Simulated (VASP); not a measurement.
Input of a VASP 6.6.1 run:

INCAR

```
SYSTEM = Au
  PREC = Accurate
  ENCUT = 520
  EDIFF = 1E-6
  ISMEAR = -1
  SIGMA = 0.08
  LREAL = .False.
  LASPH = .True.
  NELM = 80
  ALGO = Normal
  ISIF = 2
  LWAVE = .False.
  LCHARG = .False.
  GGA = PE
  NBANDS = 12
```

KPOINTS

```
Automatic mesh
0
Gamma
  16 16 16
  0 0 0
```

POSCAR

```
Au
1.0
   -1.6476004799      1.6476004799      1.6476004799
    1.6476004799     -1.6476004799      1.6476004799
    1.6476004799      1.6476004799     -1.6476004799
Au
1
Direct
    0.0000000000      0.0000000000      0.0000000000
```

Potentials or basis: VASP PAW PBE potentials, release 64 (Au).

Run with:

```console
$ cat potpaw_PBE.64/Au/POTCAR > POTCAR
$ mpirun -np 1 vasp_std > vasp.out
```

Task: Predict the pressure.

Result: 0.6 GPa.
